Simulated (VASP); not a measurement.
Ge, 2 atoms in the cell. Symmetry: I4_1/amd, No. 141, tetragonal system. Conventional cell: a = 4.000 Å, b = 4.000 Å, c = 5.488 Å, α = 90.00°, β = 90.00°, γ = 90.00°. Ge (site symmetry -4m2) has 4 Ge at 2.43 Å within 3.2 Å.  This cell differs from its parent crystal: z stretched by -3 %, then relaxed in part.

```yaml
Program: VASP 6.6.1
Task: single point
Functional: PBE
Potentials_or_basis: VASP PAW PBE potentials, release 64 (Ge_d)
Cutoff: 520 eV
k_mesh: 14 × 14 × 14
Occupations: fermi-dirac, width 0.05 eV
Spin: no spin polarisation
Dipole_correction: no
Further_INCAR_settings: ALGO = Normal; EDIFF = 1e-06; NBANDS = 21
```

Potentials or basis: VASP PAW PBE potentials, release 64 (Ge_d).

The run is started by

```console
$ cat potpaw_PBE.64/Ge_d/POTCAR > POTCAR
$ mpirun -np 1 vasp_std > vasp.out
```

Hardware: 1 thread of AMD EPYC 7R13 (shared host).

Problem. Estimate the wall time of this run.

Solution. Run time: 6.4 min on 1 thread of AMD EPYC 7R13, with other jobs on the host, peak memory 0.27 GiB. Counts: scf iterations 12, k points 244.
